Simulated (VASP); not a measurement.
Set up this calculation in VASP 6.6.1, as the native input.

| Quantity | Value |
| --- | --- |
| Task | single point |
| Functional | LDA |
| Potentials or basis | VASP PAW LDA potentials, release 64 (Rb_sv) |
| Cutoff | 520 eV |
| k mesh | 9 × 9 × 5 |
| Occupations | fermi-dirac, width 0.1 eV |
| Spin | no spin polarisation |
| Dipole correction | no |
| Further INCAR settings | ALGO = Normal; EDIFF = 1e-07; NBANDS = 16 |

The structure of Rb lies in POSCAR:

```
Rb
1.0
    4.7824335642      0.0000000000      0.0000000000
   -2.3912167821      4.1417089585      0.0000000000
    0.0000000000      0.0000000000      7.8859862605
Rb
2
Direct
    0.3333333333      0.6666666667      0.2500000000
    0.6666666667      0.3333333333      0.7500000000
```

These files were run (other wordings do the same):

INCAR

```
SYSTEM = Rb
ALGO     = Normal         ! electronic algorithm
EDIFF    = 1E-7           ! SCF threshold, eV
ENCUT    = 520            ! plane-wave cutoff, eV
ISIF     = 2              ! what is computed and relaxed
ISMEAR   = -1             ! smearing method
LASPH    = .True.         ! aspherical terms in the spheres
LCHARG   = .True.         ! write CHGCAR
LELF     = .True.         ! ELF
LREAL    = .False.        ! projectors in reciprocal space
LVHAR    = .True.       
LWAVE    = .False.        ! write WAVECAR
NBANDS   = 16             ! bands
NELM     = 80             ! most SCF steps
PREC     = Accurate       ! precision mode
SIGMA    = 0.1            ! smearing width, eV
```

KPOINTS

```
k-points
0
Gamma
  9 9 5
  0 0 0
```

Potentials or basis: VASP PAW LDA potentials, release 64 (Rb_sv).

Launch:

```console
$ cat potpaw_LDA.64/Rb_sv/POTCAR > POTCAR
$ mpirun -np 1 vasp_std > vasp.out
```

Results of the run:

| Quantity | Value |
| --- | --- |
| Pressure | 0.0 GPa |
| Band gap on the k mesh | zero (band 9 reaches 1.17 eV, above the bottom of band 10 at -0.99 eV) |

Run time: 110 s on 1 thread of AMD EPYC 7R43 64-Core Processor (Zen 3), on a shared host, peak memory 0.2 GiB.
